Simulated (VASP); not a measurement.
# Na4NbAlSi3O12 (R3c) in VASP: electric field gradients with PBE

Aim: the electric field gradients of Na4NbAlSi3O12 with PBE.

Everything below comes from runs of VASP 6.6.1. Logs are shortened: lines on timing, memory, paths and dates and some standing lists are left out, and cuts for length are marked.

## 1. The cell of the first run

It takes space group R3c (No. 161, trigonal). The conventional cell has a = 9.019 Å, b = 9.019 Å, c = 21.956 Å, α = 90.00°, β = 90.00°, γ = 120.00°. Na (site symmetry 1) has 8 O at 2.37 to 2.95 Å and 2 Si at 2.93 to 3.08 Å and 1 Al at 3.09 Å within 3.1 Å. Within 3.2 Å of Na (site symmetry 3) lie 6 O at 2.40 to 2.60 Å and 1 Al at 3.10 Å. Within 2.5 Å of Al (site symmetry 3) lie 6 O at 1.90 to 2.02 Å. Nb (site symmetry 3) has 6 O at 1.96 to 2.05 Å within 2.6 Å. Si (site symmetry 1) has 4 O at 1.62 to 1.67 Å within 2.2 Å. O (site symmetry 1) has 1 Si at 1.62 Å and 1 Al at 1.90 Å within 2.2 Å. Within 2.2 Å of O (site symmetry 1) lie 1 Si at 1.67 Å and 1 Nb at 1.96 Å. O (site symmetry 1) has 1 Si at 1.63 Å and 1 Al at 2.02 Å within 2.2 Å.

## 2. Electric field gradients, PBE

File INCAR:

```
SYSTEM = Na4NbAlSi3O12
ALGO = Normal ; EDIFF = 1E-8
ENCUT = 520 ; GGA = PE
ISIF = 2 ; ISMEAR = -1
LASPH = .True. ; LCHARG = .False.
LEFG = .True. ; LREAL = Auto
LWAVE = .False. ; NBANDS = 155
NELM = 100 ; PREC = Accurate
SIGMA = 0.02
```

File KPOINTS:

```
k-points
0
Gamma
  3 3 3
  0 0 0
```

File POSCAR:

```
Na4NbAlSi3O12
1.0
    4.5093894337      2.6034972034      7.3186122967
   -4.5093894337      2.6034972034      7.3186122967
    0.0000000000     -5.2069944068      7.3186122967
Na Al Nb Si O
8 2 2 6 24
Direct
    0.8821581500      0.6214916700      0.2372473100
    0.6214916700      0.2372473100      0.8821581500
    0.2372473100      0.8821581500      0.6214916700
    0.3821581500      0.7372473100      0.1214916700
    0.7372473100      0.1214916700      0.3821581500
    0.1214916700      0.3821581500      0.7372473100
    0.4944015400      0.4944015400      0.4944015400
    0.9944015400      0.9944015400      0.9944015400
    0.3532685700      0.3532685700      0.3532685700
    0.8532685700      0.8532685700      0.8532685700
    0.6457145300      0.6457145300      0.6457145300
    0.1457145300      0.1457145300      0.1457145300
    0.5458721400      0.9675466200      0.2455066300
    0.9675466200      0.2455066300      0.5458721400
    0.2455066300      0.5458721400      0.9675466200
    0.0458721400      0.7455066300      0.4675466200
    0.7455066300      0.4675466200      0.0458721400
    0.4675466200      0.0458721400      0.7455066300
    0.5098548600      0.1464248400      0.2773122900
    0.1464248400      0.2773122900      0.5098548600
    0.2773122900      0.5098548600      0.1464248400
    0.0098548600      0.7773122900      0.6464248400
    0.7773122900      0.6464248400      0.0098548600
    0.6464248400      0.0098548600      0.7773122900
    0.4918423400      0.8594627900      0.7239842600
    0.8594627900      0.7239842600      0.4918423400
    0.7239842600      0.4918423400      0.8594627900
    0.9918423400      0.2239842600      0.3594627900
    0.2239842600      0.3594627900      0.9918423400
    0.3594627900      0.9918423400      0.2239842600
    0.4362746700      0.2275665100      0.5709896300
    0.2275665100      0.5709896300      0.4362746700
    0.5709896300      0.4362746700      0.2275665100
    0.9362746700      0.0709896300      0.7275665100
    0.0709896300      0.7275665100      0.9362746700
    0.7275665100      0.9362746700      0.0709896300
    0.5622354500      0.7768983300      0.4239469000
    0.7768983300      0.4239469000      0.5622354500
    0.4239469000      0.5622354500      0.7768983300
    0.0622354500      0.9239469000      0.2768983300
    0.9239469000      0.2768983300      0.0622354500
    0.2768983300      0.0622354500      0.9239469000
```

Potentials or basis: VASP PAW PBE potentials, release 64 (Na_pv, Al, Nb_sv, Si, O).

Launch:

```bash
$ cat potpaw_PBE.64/Na_pv/POTCAR potpaw_PBE.64/Al/POTCAR potpaw_PBE.64/Nb_sv/POTCAR potpaw_PBE.64/Si/POTCAR potpaw_PBE.64/O/POTCAR > POTCAR
$ mpirun -np 1 vasp_std > vasp.out
```

OUTCAR:

```text
SYSTEM = Na4NbAlSi3O12
   EDIFF = 1E-8
   ENCUT = 520
   GGA = PE
   ISIF = 2
   ISMEAR = -1
   LASPH = .True.
   LREAL = Auto
   NELM = 100
   PREC = Accurate

 ion  position               nearest neighbor table
   1  0.882  0.621  0.237-  35 2.37  15 2.93
   2  0.621  0.237  0.882-  36 2.37  13 2.93
   3  0.237  0.882  0.621-  34 2.37  14 2.93
   4  0.382  0.737  0.121-  33 2.37  17 2.93
   5  0.737  0.121  0.382-  31 2.37  18 2.93
   6  0.121  0.382  0.737-  32 2.37  16 2.93
   7  0.494  0.494  0.494-
   8  0.994  0.994  0.994-
   9  0.353  0.353  0.353-  20 1.90  21 1.90  19 1.90  33 2.02  31 2.02  32 2.02
  10  0.853  0.853  0.853-  23 1.90  22 1.90  24 1.90  34 2.02  36 2.02  35 2.02
  11  0.646  0.646  0.646-  26 1.96  27 1.96  25 1.96  39 2.05  37 2.05  38 2.05
  12  0.146  0.146  0.146-  29 1.96  28 1.96  30 1.96  40 2.05  42 2.05  41 2.05
  13  0.546  0.968  0.246-  19 1.62  36 1.63  37 1.67  30 1.67   2 2.93
  14  0.968  0.246  0.546-  20 1.62  34 1.63  38 1.67  28 1.67   3 2.93
  15  0.246  0.546  0.968-  21 1.62  35 1.63  39 1.67  29 1.67   1 2.93
  16  0.046  0.746  0.468-  22 1.62  32 1.63  40 1.67  26 1.67   6 2.93
  17  0.746  0.468  0.046-  23 1.62  33 1.63  41 1.67  27 1.67   4 2.93
  18  0.468  0.046  0.746-  24 1.62  31 1.63  42 1.67  25 1.67   5 2.93
  19  0.510  0.146  0.277-  13 1.62   9 1.90
  20  0.146  0.277  0.510-  14 1.62   9 1.90
  21  0.277  0.510  0.146-  15 1.62   9 1.90
  22  0.010  0.777  0.646-  16 1.62  10 1.90
  23  0.777  0.646  0.010-  17 1.62  10 1.90
  24  0.646  0.010  0.777-  18 1.62  10 1.90
  25  0.492  0.859  0.724-  18 1.67  11 1.96
  26  0.859  0.724  0.492-  16 1.67  11 1.96
  27  0.724  0.492  0.859-  17 1.67  11 1.96
  28  0.992  0.224  0.359-  14 1.67  12 1.96
  29  0.224  0.359  0.992-  15 1.67  12 1.96
  30  0.359  0.992  0.224-  13 1.67  12 1.96
  31  0.436  0.228  0.571-  18 1.63   9 2.02   5 2.37
  32  0.228  0.571  0.436-  16 1.63   9 2.02   6 2.37
  33  0.571  0.436  0.228-  17 1.63   9 2.02   4 2.37
  34  0.936  0.071  0.728-  14 1.63  10 2.02   3 2.37
  35  0.071  0.728  0.936-  15 1.63  10 2.02   1 2.37
  36  0.728  0.936  0.071-  13 1.63  10 2.02   2 2.37
  37  0.562  0.777  0.424-  13 1.67  11 2.05
  38  0.777  0.424  0.562-  14 1.67  11 2.05
  39  0.424  0.562  0.777-  15 1.67  11 2.05
  40  0.062  0.924  0.277-  16 1.67  12 2.05
[... 1117 lines left out ...]

  FORCE on cell =-STRESS in cart. coord.  units (eV):
  Direction    XX          YY          ZZ          XY          YZ          ZX
  --------------------------------------------------------------------------------------
  -------------------------------------------------------------------------------------
  Total       -6.9158913     -6.9158913     -5.1896335     -0.0000000     -0.0000000      0.0000000
  in kB      -21.4933391    -21.4933391    -16.1284423     -0.0000000     -0.0000000      0.0000000
  external PRESSURE =     -19.7050402 kB  Pullay stress =       0.0000000 kB

 VOLUME and BASIS-vectors are now :
 -----------------------------------------------------------------------------
  energy-cutoff  :      520.00
  volume of cell :      515.53
      direct lattice vectors                 reciprocal lattice vectors
     4.509389434  2.603497203  7.318612297     0.110879756  0.064016457  0.045545975
    -4.509389434  2.603497203  7.318612297    -0.110879756  0.064016457  0.045545975
     0.000000000 -5.206994407  7.318612297     0.000000000 -0.128032914  0.045545975

 POSITION                                       TOTAL-FORCE (eV/Angst)
 -----------------------------------------------------------------------------------
      1.17545      2.67940     12.74095        -0.051320     -0.044807     -0.071887
      1.73271     -2.35767     12.74095        -0.013144      0.066848     -0.071887
     -2.90815     -0.32173     12.74095         0.064464     -0.022040     -0.071887
     -1.60124      2.28176      9.08164        -0.064464     -0.022040     -0.071887
      2.77668      0.24583      9.08164         0.013144      0.066848     -0.071887
     -1.17545     -2.52759      9.08164         0.051320     -0.044807     -0.071887
[... 34 lines left out ...]
      2.91779      2.80234      9.24400         0.244435     -0.009665      0.246747
      0.96800     -3.92805      9.24400        -0.130588     -0.206854      0.246747
 -----------------------------------------------------------------------------------
    total drift:                               -0.000000     -0.000000     -0.073572

  FREE ENERGIE OF THE ION-ELECTRON SYSTEM (eV)
  ---------------------------------------------------
  free  energy   TOTEN  =      -297.1886434835 eV

  energy  without entropy=     -297.1886434835  energy(sigma->0) =     -297.18864348

 Electric field gradients (V/A^2)
---------------------------------------------------------------------
 ion       V_xx      V_yy      V_zz      V_xy      V_xz      V_yz
---------------------------------------------------------------------
   1       4.612   -12.165     7.554     0.700    -2.373     5.310
   2      -8.577     1.024     7.554     6.915     5.785    -0.600
   3      -7.365    -0.189     7.554    -7.614    -3.412    -4.710
   4      -7.365    -0.189     7.554     7.614     3.412    -4.710
   5      -8.577     1.024     7.554    -6.915    -5.785    -0.600
   6       4.612   -12.165     7.554    -0.700     2.373     5.310
[... 34 lines left out ...]
  41      53.654   -27.148   -26.505    -6.226     6.933     0.864
  42      -1.556    28.061   -26.505    38.102    -2.718    -6.437
---------------------------------------------------------------------

 Electric field gradients after diagonalization (V/A^2)
 (convention: |V_zz| > |V_xx| > |V_yy|)
----------------------------------------------------------------------
 ion       V_xx      V_yy      V_zz     asymmetry (V_yy - V_xx)/ V_zz
----------------------------------------------------------------------
   1       9.782     3.811   -13.592       0.439
   2       9.782     3.811   -13.592       0.439
   3       9.782     3.811   -13.592       0.439
   4       9.782     3.811   -13.592       0.439
   5       9.782     3.811   -13.592       0.439
   6       9.782     3.811   -13.592       0.439
[... 34 lines left out ...]
  41     -28.767   -25.941    54.708       0.052
  42     -28.767   -25.941    54.708       0.052
----------------------------------------------------------------------

           NMR quadrupolar parameters

 Cq : quadrupolar parameter    Cq=e*Q*V_zz/h
 eta: asymmetry parameters     (V_yy - V_xx)/ V_zz
 Q  : nuclear electric quadrupole moment in mb (millibarn)
----------------------------------------------------------------------
 ion       Cq(MHz)       eta       Q (mb)
----------------------------------------------------------------------
   1      -0.033       0.439       1.000
   2      -0.033       0.439       1.000
   3      -0.033       0.439       1.000
   4      -0.033       0.439       1.000
   5      -0.033       0.439       1.000
   6      -0.033       0.439       1.000
[... 34 lines left out ...]
  41       0.132       0.052       1.000
  42       0.132       0.052       1.000
----------------------------------------------------------------------
```

OSZICAR:

```text
N       E                     dE             d eps       ncg     rms          rms(c)
DAV:   1     0.327788553396E+04    0.32779E+04   -0.12335E+05  1860   0.181E+03
DAV:   2     0.273865329167E+03   -0.30040E+04   -0.28529E+04  2020   0.536E+02
DAV:   3    -0.302641195784E+03   -0.57651E+03   -0.55659E+03  2220   0.235E+02
[... 14 lines left out ...]
DAV:  18    -0.297188643559E+03   -0.10972E-06   -0.10002E-06  2368   0.405E-03    0.134E-03
DAV:  19    -0.297188643551E+03    0.84583E-08   -0.16483E-07  2544   0.206E-03    0.984E-04
DAV:  20    -0.297188643503E+03    0.48138E-07   -0.58887E-08  2080   0.101E-03    0.534E-04
DAV:  21    -0.297188643485E+03    0.17182E-07   -0.17080E-08  1320   0.759E-04    0.260E-04
DAV:  22    -0.297188643484E+03    0.17826E-08   -0.90064E-09  1320   0.489E-04
   1 F= -.29718864E+03 E0= -.29718864E+03  d E =-.377271E-14
```

Wall time 38 min (1 thread of Intel Xeon Platinum 8259CL at 2.50GHz (Skylake/Cascade Lake), shared host); peak memory 0.91 GiB.

What came out:

| Item | Value |
| --- | --- |
| Free energy | -297.1886 eV |
| Pressure | -2.0 GPa |
| Largest force | 0.564 eV/Å |
| Band gap on the k mesh | 2.74 eV, direct |

Forces on the atoms (eV/Å):
```
Na  -0.051 -0.045 -0.072
Na  -0.013  0.067 -0.072
Na   0.064 -0.022 -0.072
Na  -0.064 -0.022 -0.072
Na   0.013  0.067 -0.072
Na   0.051 -0.045 -0.072
Na   0.000  0.000  0.043
Na   0.000  0.000  0.043
Al   0.000  0.000  0.005
Al   0.000  0.000  0.005
Nb   0.000  0.000  0.144
Nb   0.000  0.000  0.144
Si  -0.078  0.000  0.023
Si   0.039  0.068  0.023
Si   0.039 -0.067  0.023
Si  -0.039 -0.067  0.023
Si  -0.039  0.068  0.023
Si   0.078  0.000  0.023
O    0.046 -0.131 -0.037
O   -0.137  0.026 -0.037
O    0.091  0.106 -0.037
O   -0.091  0.106 -0.037
O    0.137  0.026 -0.037
O   -0.046 -0.131 -0.037
O    0.455  0.206 -0.263
O   -0.049 -0.497 -0.263
O   -0.406  0.291 -0.263
O    0.406  0.291 -0.263
O    0.049 -0.497 -0.263
O   -0.455  0.206 -0.263
O   -0.004 -0.013  0.039
O   -0.009  0.010  0.039
O    0.013  0.003  0.039
O   -0.013  0.003  0.039
O    0.009  0.010  0.039
O    0.004 -0.013  0.039
O    0.131 -0.207  0.247
O   -0.244 -0.010  0.247
O    0.114  0.217  0.247
O   -0.114  0.217  0.247
O    0.244 -0.010  0.247
O   -0.131 -0.207  0.247
```

Stress tensor (GPa, compression positive):
```
-2.15  0.00  0.00
 0.00 -2.15  0.00
 0.00  0.00 -1.61
```

Electric field gradients, principal values (V/Å²):
```csv
atom,least,middle,greatest (by size)
1 Na,3.811,9.782,-13.592
2 Na,3.811,9.782,-13.592
3 Na,3.811,9.782,-13.592
4 Na,3.811,9.782,-13.592
5 Na,3.811,9.782,-13.592
6 Na,3.811,9.782,-13.592
7 Na,6.890,6.890,-13.780
8 Na,6.890,6.890,-13.780
9 Al,-2.871,-2.871,5.742
10 Al,-2.871,-2.871,5.742
11 Nb,-13.122,-13.122,26.244
12 Nb,-13.122,-13.122,26.244
13 Si,-2.547,-24.826,27.373
14 Si,-2.547,-24.826,27.373
15 Si,-2.547,-24.826,27.373
16 Si,-2.547,-24.826,27.373
17 Si,-2.547,-24.826,27.373
18 Si,-2.547,-24.826,27.373
19 O,-29.350,-38.686,68.036
20 O,-29.350,-38.686,68.036
21 O,-29.350,-38.686,68.036
22 O,-29.350,-38.686,68.036
23 O,-29.350,-38.686,68.036
24 O,-29.350,-38.686,68.036
25 O,-19.586,-29.120,48.707
26 O,-19.586,-29.120,48.707
27 O,-19.586,-29.120,48.707
28 O,-19.586,-29.120,48.707
29 O,-19.586,-29.120,48.707
30 O,-19.586,-29.120,48.707
31 O,-23.680,-42.467,66.148
32 O,-23.680,-42.467,66.148
33 O,-23.680,-42.467,66.148
34 O,-23.680,-42.467,66.148
35 O,-23.680,-42.467,66.148
36 O,-23.680,-42.467,66.148
37 O,-25.941,-28.767,54.708
38 O,-25.941,-28.767,54.708
39 O,-25.941,-28.767,54.708
40 O,-25.941,-28.767,54.708
41 O,-25.941,-28.767,54.708
42 O,-25.941,-28.767,54.708
```

Caveat: without QUAD_EFG the Cq values of the log hold for a quadrupole moment of 1 mb, not for the nuclei. A k mesh can miss the band edges.
